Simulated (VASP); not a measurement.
# Gd (P6_3/mmc) in VASP: a series of runs

The runs below take Gd through single point, with PBEsol.

Everything below comes from runs of VASP 6.6.1. Logs are shortened: lines on timing, memory, paths and dates and some standing lists are left out, and cuts for length are marked.

### Step 1. The cell of the first run

It takes space group P6_3/mmc (No. 194, hexagonal). Conventional cell: a = 3.517 Å, b = 3.517 Å, c = 5.618 Å, α = 90.00°, β = 90.00°, γ = 120.00°. Within 4.6 Å of Gd (site symmetry -6m2) lie 12 Gd at 3.47 to 3.52 Å.

### Step 2. Single point, PBEsol, collinear spin, ferromagnetic start (30.09 Å³/atom)

INCAR reads:

```
SYSTEM = Gd
PREC = Accurate
ENCUT = 520
EDIFF = 1E-6
ISMEAR = -1
SIGMA = 0.05
LREAL = .FALSE.
LASPH = .TRUE.
NELM = 150
ALGO = Normal
ISIF = 2
LWAVE = .FALSE.
LCHARG = .FALSE.
ISPIN = 2
MAGMOM = 7.339 7.339
LORBIT = 11
LMAXMIX = 6
GGA = PS
NBANDS = 29
```

KPOINTS reads:

```
regular mesh
0
G
  13 13 8
  0 0 0
```

POSCAR reads:

```
Gd
1.0
    3.5168411819      0.0000000000      0.0000000000
   -1.7584205910      3.0456738046      0.0000000000
    0.0000000000      0.0000000000      5.6179558379
Gd
2
Direct
    0.3333333333      0.6666666667      0.2500000000
    0.6666666667      0.3333333333      0.7500000000
```

Potentials or basis: VASP PAW PBE potentials, release 64 (Gd).

On the command line:

```bash
cat potpaw_PBE.64/Gd/POTCAR > POTCAR
mpirun -np 1 vasp_std > vasp.out
```

OUTCAR:

```text
SYSTEM = Gd
   PREC = Accurate
   ENCUT = 520
   EDIFF = 1E-6
   ISMEAR = -1
   LREAL = .FALSE.
   LASPH = .TRUE.
   NELM = 150
   ISIF = 2
   ISPIN = 2
   LORBIT = 11
   GGA = PS

 ion  position               nearest neighbor table
   1  0.333  0.667  0.250-   2 3.47   2 3.47   2 3.47   2 3.47   2 3.47   2 3.47
   2  0.667  0.333  0.750-   1 3.47   1 3.47   1 3.47   1 3.47   1 3.47   1 3.47

  LATTYP: Found a hexagonal cell.
 ALAT       =     3.5168411819
 C/A-ratio  =     1.5974437136

  Lattice vectors:

 A1 = (   3.5168411819,   0.0000000000,   0.0000000000)
 A2 = (  -1.7584205910,   3.0456738046,   0.0000000000)
 A3 = (   0.0000000000,   0.0000000000,   5.6179558379)

Analysis of symmetry for initial positions (statically):
=====================================================================
 Subroutine PRICEL returns:
 Original cell was already a primitive cell.

 Routine SETGRP: Setting up the symmetry group for a
 hexagonal supercell.

 Subroutine GETGRP returns: Found 24 space group operations
 (whereof 12 operations were pure point group operations)
 out of a pool of 24 trial point group operations.

The static configuration has the point symmetry D_3d.
 The point group associated with its full space group is D_6h.

Analysis of symmetry for dynamics (positions and initial velocities):
=====================================================================
 Subroutine PRICEL returns:
 Original cell was already a primitive cell.

 Routine SETGRP: Setting up the symmetry group for a
 hexagonal supercell.

 Subroutine GETGRP returns: Found 24 space group operations
 (whereof 12 operations were pure point group operations)
 out of a pool of 24 trial point group operations.

The dynamic configuration has the point symmetry D_3d.
 The point group associated with its full space group is D_6h.

Analysis of structural, dynamic, and magnetic symmetry:
=====================================================================
 Subroutine PRICEL returns:
 Original cell was already a primitive cell.

 Routine SETGRP: Setting up the symmetry group for a
 hexagonal supercell.

 Subroutine GETGRP returns: Found 24 space group operations
 (whereof 12 operations were pure point group operations)
 out of a pool of 24 trial point group operations.

The overall configuration has the point symmetry D_3d.
 The point group associated with its full space group is D_6h.

 Subroutine INISYM returns: Found 24 space group operations
 (whereof 12 operations are pure point group operations),
 and found     1 'primitive' translations

----------------------------------------------------------------------------------------

                                     Primitive cell

  volume of cell :      60.1748

  direct lattice vectors                    reciprocal lattice vectors
     3.516841182  0.000000000  0.000000000     0.284346079  0.164167285  0.000000000
    -1.758420591  3.045673805  0.000000000     0.000000000  0.328334570  0.000000000
     0.000000000  0.000000000  5.617955838     0.000000000  0.000000000  0.178000687

  length of vectors
     3.516841182  3.516841182  5.617955838     0.328334570  0.328334570  0.178000687

  position of ions in fractional coordinates (direct lattice)
     0.333333333  0.666666667  0.250000000
     0.666666667  0.333333333  0.750000000

  ion indices of the primitive-cell ions
   primitive index   ion index
                 1           1
                 2           2

----------------------------------------------------------------------------------------

 KPOINTS: regular mesh

Automatic generation of k-mesh.
 Grid dimensions read from file:
 generate k-points for:   13   13    8

 Generating k-lattice:

  Cartesian coordinates                     Fractional coordinates (reciprocal lattice)
     0.021872775  0.012628253  0.000000000     0.076923077  0.000000000  0.000000000
     0.000000000  0.025256505  0.000000000     0.000000000  0.076923077  0.000000000
     0.000000000  0.000000000  0.022250086     0.000000000  0.000000000  0.125000000

  Length of vectors
     0.025256505  0.025256505  0.022250086

  Shift w.r.t. Gamma in fractional coordinates (k-lattice)
     0.000000000  0.000000000  0.000000000

 Subroutine IBZKPT returns following result:
 ===========================================

 Found    105 irreducible k-points:

 Following reciprocal coordinates:
            Coordinates               Weight
  0.000000  0.000000  0.000000      1.000000
  0.076923 -0.000000  0.000000      6.000000
  0.153846  0.000000  0.000000      6.000000
  0.230769  0.000000  0.000000      6.000000
  0.307692  0.000000  0.000000      6.000000
  0.384615  0.000000  0.000000      6.000000
[... 16 lines left out ...]
  0.076923 -0.000000  0.125000     12.000000
  0.153846  0.000000  0.125000     12.000000
 [... further k-points ...]
   k-points           NKPTS =    105   k-points in BZ     NKDIM =    105   number of bands    NBANDS=     29
   number of dos      NEDOS =    301   number of ions     NIONS =      2
   total plane-waves  NPLWV =  32928
   dimension x,y,z NGX =    28 NGY =   28 NGZ =   42
   dimension x,y,z NGXF=    56 NGYF=   56 NGZF=   84
   ions per type =               2
   NGX,Y,Z   is equivalent  to a cutoff of  13.24, 13.24, 12.43 a.u.
   NGXF,Y,Z  is equivalent  to a cutoff of  26.47, 26.47, 24.86 a.u.
 SYSTEM =  Gd
   PREC   = accura    normal or accurate (medium, high low for compatibility)
   ISTART =      0    job   : 0-new  1-cont  2-samecut
   ICHARG =      2    charge: 1-file 2-atom 10-const
   ISPIN  =      2    spin polarized calculation?
   LNONCOLLINEAR =      F non collinear calculations
   LSORBIT =      F    spin-orbit coupling
   LASPH  =      T    aspherical Exc in radial PAW
   ENCUT  =  520.0 eV  38.22 Ry    6.18 a.u.   6.54  6.54 10.45*2*pi/ulx,y,z
   NELM   =    150;   NELMIN=  2; NELMDL= -5     # of ELM steps
   EDIFF  = 0.1E-05   stopping-criterion for ELM
   LREAL  =      F    real-space projection
   EDIFFG = 0.1E-04   stopping-criterion for IOM
   NSW    =      0    number of steps for IOM
   IBRION =     -1    ionic relax: 0-MD 1-quasi-New 2-CG
   NFREE  =      0    steps in history (QN), initial steepest desc. (CG)
   ISIF   =      2    stress and relaxation
   ISYM   =      2    0-nonsym 1-usesym 2-fastsym
   POTIM  = 0.5000    time-step for ionic-motion
   TEBEG  =    0.0;   TEEND  =   0.0 temperature during run
   PSTRESS=    0.0 pullay stress
   NELECT =      36.0000    total number of electrons
   NUPDOWN=      -1.0000    fix difference up-down
   EMIN   =  10.00;   EMAX   =-10.00  energy-range for DOS
   EFERMI =   0.00;   METHOD = LEGACY
   ISMEAR =    -1;   SIGMA  =   0.05  broadening in eV -4-tet -1-fermi 0-gaus
   EFERMI_NEDOS =   21; number of points for ismear=-14 and -15
   IALGO  =     38    algorithm
   IMIX   =      4    mixing-type and parameters
     AMIX     =   0.40;   BMIX     =  1.00
     AMIX_MAG =   1.60;   BMIX_MAG =  1.00
  volume/ion in A,a.u.               =      30.09       203.04
  Fermi-wavevector in a.u.,A,eV,Ry     =   1.379444  2.606772 25.890072  1.902867
  Thomas-Fermi vector in A             =   2.504413
   LORBIT       =     11    0 simple, 1 ext, 2 COOP (PROOUT), +10 PAW based schemes
   GGA     = PS    functional components
   LHFCALC =     F    Hartree Fock is set to
   AEXX    =    0.0000 exact exchange contribution
   IVDW    =     0    specifies the selected vdW correction
   LEPSILON=     F    determine dielectric tensor
   LRPA    =     F    only Hartree local field effects (RPA)
 spin polarized calculation
  energy-cutoff  :      520.00
  volume of cell :       60.17
 maximum number of plane-waves:      1653
 NGX is ok and might be reduce to    28
   NGX = 13   NGY = 13   NGZ = 21

 number of electron      35.9999984 magnetization      15.1596476

 Free energy of the ion-electron system (eV)
  ---------------------------------------------------
  ext. energy  EPLUGINS =         0.00000000
  ---------------------------------------------------
  free energy    TOTEN  =       -24.06228147 eV

  energy without entropy =      -24.03344065  energy(sigma->0) =      -24.04786106

 E-fermi :   3.2711     XC(G=0): -10.5456

 val. band max:        3.2699550083   @ k =   0.2308   0.2308   0.1250
 cond. band min:       3.2725061094   @ k =   0.3077   0.0000   0.0000
 fundamental gap:      0.0025511011
 Fermi energy:         3.2710747105

 spin component 1

 k-point     1 :       0.0000    0.0000    0.0000
  band No.  band energies     occupation
      1     -41.8148      1.00000
      2     -41.7112      1.00000
      3     -19.7140      1.00000
      4     -18.8838      1.00000
      5     -18.8838      1.00000
      6     -18.7448      1.00000
[... 21 lines left out ...]
     28       4.8246      0.00000
     29       5.3739      0.00000

 k-point     2 :       0.0769   -0.0000    0.0000
  band No.  band energies     occupation
      1     -41.8102      1.00000
      2     -41.7093      1.00000
      3     -19.6964      1.00000
      4     -18.9242      1.00000
      5     -18.8970      1.00000
      6     -18.7872      1.00000
[... 21 lines left out ...]
     28       5.1110      0.00000
     29       5.2373      0.00000

 k-point     3 :       0.1538    0.0000    0.0000
  band No.  band energies     occupation
      1     -41.7973      1.00000
      2     -41.7041      1.00000
      3     -19.6454      1.00000
      4     -19.0359      1.00000
      5     -18.9322      1.00000
      6     -18.9015      1.00000
[... 638 lines left out ...]
      5     -18.8915      1.00000
      6     -18.8126      1.00000
[... 21 lines left out ...]
     28       4.8815      0.00000
     29       5.2130      0.00000

 k-point    24 :       0.1538    0.0000    0.1250
  band No.  band energies     occupation
      1     -41.7938      1.00000
      2     -41.7077      1.00000
      3     -19.6181      1.00000
      4     -19.0270      1.00000
      5     -18.9275      1.00000
      6     -18.9260      1.00000
[... 21 lines left out ...]
     28       5.0992      0.00000
     29       5.1059      0.00000

 [... further k-points ...]

 spin component 2

 k-point     1 :       0.0000    0.0000    0.0000
  band No.  band energies     occupation
      1     -38.6125      1.00000
      2     -38.4836      1.00000
      3     -17.4893      1.00000
      4     -16.4855      1.00000
      5     -16.4855      1.00000
      6     -16.3229      1.00000
[... 21 lines left out ...]
     28       6.0371      0.00000
     29       6.5924      0.00000

 k-point     2 :       0.0769   -0.0000    0.0000
  band No.  band energies     occupation
      1     -38.6068      1.00000
      2     -38.4812      1.00000
      3     -17.4681      1.00000
      4     -16.5350      1.00000
      5     -16.5016      1.00000
      6     -16.3749      1.00000
[... 21 lines left out ...]
     28       6.3273      0.00000
     29       6.4602      0.00000

 k-point     3 :       0.1538    0.0000    0.0000
  band No.  band energies     occupation
      1     -38.5907      1.00000
      2     -38.4747      1.00000
      3     -17.4070      1.00000
      4     -16.6714      1.00000
      5     -16.5444      1.00000
      6     -16.5140      1.00000
[... 638 lines left out ...]
      5     -16.4951      1.00000
      6     -16.4082      1.00000
[... 21 lines left out ...]
     28       6.1089      0.00000
     29       6.4227      0.00000

 k-point    24 :       0.1538    0.0000    0.1250
  band No.  band energies     occupation
      1     -38.5863      1.00000
      2     -38.4792      1.00000
      3     -17.3749      1.00000
      4     -16.6612      1.00000
      5     -16.5461      1.00000
      6     -16.5371      1.00000
[... 21 lines left out ...]
     28       6.2774      0.00000
     29       6.3492      0.00000

 [... further k-points ...]

------------------------ aborting loop because EDIFF is reached ----------------------------------------

  FORCE on cell =-STRESS in cart. coord.  units (eV):
  Direction    XX          YY          ZZ          XY          YZ          ZX
  --------------------------------------------------------------------------------------
  -------------------------------------------------------------------------------------
  Total        0.5073837      0.5073837      0.5185991     -0.0000000      0.0000000      0.0000000
  in kB       13.5092930     13.5092930     13.8079079     -0.0000000      0.0000000      0.0000000
  external PRESSURE =      13.6088313 kB  Pullay stress =       0.0000000 kB

 VOLUME and BASIS-vectors are now :
 -----------------------------------------------------------------------------
  energy-cutoff  :      520.00
  volume of cell :       60.17
      direct lattice vectors                 reciprocal lattice vectors
     3.516841182  0.000000000  0.000000000     0.284346079  0.164167285  0.000000000
    -1.758420591  3.045673805  0.000000000     0.000000000  0.328334570  0.000000000
     0.000000000  0.000000000  5.617955838     0.000000000  0.000000000  0.178000687

 POSITION                                       TOTAL-FORCE (eV/Angst)
 -----------------------------------------------------------------------------------
     -0.00000      2.03045      1.40449        -0.000000      0.000000      0.000000
      1.75842      1.01522      4.21347         0.000000     -0.000000      0.000000
 -----------------------------------------------------------------------------------
    total drift:                               -0.000000      0.000000     -0.000000

  FREE ENERGIE OF THE ION-ELECTRON SYSTEM (eV)
  ---------------------------------------------------
  free  energy   TOTEN  =       -24.0622814735 eV

  energy  without entropy=      -24.0334406535  energy(sigma->0) =      -24.04786106

 total charge

# of ion       s       p       d       f       tot
--------------------------------------------------
    1        2.078   5.543   0.627   6.974  15.222
    2        2.078   5.543   0.627   6.974  15.222
--------------------------------------------------
tot          4.157  11.086   1.255  13.947  30.444

 magnetization (x)

# of ion       s       p       d       f       tot
--------------------------------------------------
    1        0.006  -0.042   0.216   6.817   6.997
    2        0.006  -0.042   0.216   6.817   6.997
--------------------------------------------------
tot          0.012  -0.084   0.431  13.634  13.994
```

Run time: 14 min. Hardware: 1 thread of Intel Xeon Platinum 8259CL at 2.50GHz (Skylake/Cascade Lake), shared host; peak memory 0.42 GiB.

What came out:

| Property | Result |
| --- | --- |
| Free energy | -24.0623 eV |
| Pressure | 1.4 GPa |
| Net moment | 15.16 μB per cell |
| Site moments | Gd +7.00 μB |
| Valence electrons inside the program's atomic spheres | Gd 15.22 |

Levels at points of the mesh, in eV from the Fermi level:
Spin up:
```csv
k point,band 24,band 25,band 26,band 27,band 28,band 29
"(0.00, 0.00, 0.00)",-2.63,1.40,1.40,1.45,1.55,2.10
"(0.00, 0.00, 0.50)",-3.58,0.55,0.55,1.31,1.31,1.31
```
Spin down:
| k point | band 6 | band 7 | band 8 | band 9 | band 10 | band 11 | band 12 | band 13 | band 14 | band 15 |
| --- | --- | --- | --- | --- | --- | --- | --- | --- | --- | --- |
| (0.00, 0.00, 0.00) | -19.59 | -19.59 | -19.57 | -4.28 | -1.62 | 0.42 | 0.47 | 0.53 | 0.61 | 0.61 |
| (0.00, 0.00, 0.50) | -19.68 | -19.68 | -19.68 | -2.60 | -2.60 | 0.30 | 0.30 | 0.56 | 0.56 | 0.59 |

Caveat: the PAW data sets were made with another functional, which shifts forces and pressure a little; spin-orbit coupling is left out, which moves the levels of the heavy elements; semilocal functionals describe open f shells poorly, which spoils levels, moments and volumes. The state reached can hang on the start; a lower one may exist.

[end of part 1 of 2]
